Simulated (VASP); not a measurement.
Wanted: the native input for a VASP 6.6.1 run.

```yaml
Task: single point
Functional: PBE
Potentials_or_basis: VASP PAW PBE potentials, release 64 (Ga_d, As, Se)
Cutoff: 520 eV
k_mesh: 5 × 5 × 2
Occupations: gaussian, width 0.2 eV
Spin: no spin polarisation
Dipole_correction: no
Further_INCAR_settings: ALGO = Normal; EDIFF = 1e-06; NBANDS = 42
```

The structure of Ga3As4Se lies in POSCAR:

```
Ga3As4Se
1.0
    4.0346116855      0.0000000000      0.0000000000
   -2.0173058428      3.4940762141      0.0000000000
    0.0000000000      0.0000000000     14.5288388302
Ga As Se
3 4 1
Direct
    0.3333333333      0.6666666667      0.0730573751
    0.6666666667      0.3333333333      0.3010103491
    0.0000000000      0.0000000000      0.5301866330
    0.3333333333      0.6666666667      0.2426274556
    0.6666666667      0.3333333333      0.4721047334
    0.0000000000      0.0000000000      0.7026031395
    0.3333333333      0.6666666667      0.7732419666
    0.0000000000      0.0000000000      0.0031683478
```

These files were run (other wordings do the same):

INCAR

```
PREC = Accurate
ENCUT = 520
EDIFF = 1E-6
ISMEAR = 0
SIGMA = 0.2
LREAL = False
LASPH = True
NELM = 100
ALGO = Normal
ISIF = 2
LWAVE = False
LCHARG = True
GGA = PE
LELF = True
LVHAR = True
NBANDS = 42
```

KPOINTS

```
Automatic mesh
0
Gamma
  5 5 2
```

Potentials or basis: VASP PAW PBE potentials, release 64 (Ga_d, As, Se).

Command:

```bash
$ cat potpaw_PBE.64/Ga_d/POTCAR potpaw_PBE.64/As/POTCAR potpaw_PBE.64/Se/POTCAR > POTCAR
$ mpirun -np 1 vasp_std > vasp.out
```

It gave:

```yaml
Pressure: 0.1 GPa
Largest_force: 0.046 eV/Å
Band_gap_on_the_k_mesh: zero (an odd number of electrons rules out a gap without spin polarisation)
```

Caveat: this functional lacks dispersion, which binds the layers, so the pressure and a relaxed spacing across them are unreliable.

It took 58 s on 1 thread of Intel(R) Xeon(R) 6975P-C (Granite Rapids), with other jobs on the host, peak memory 0.34 GiB.
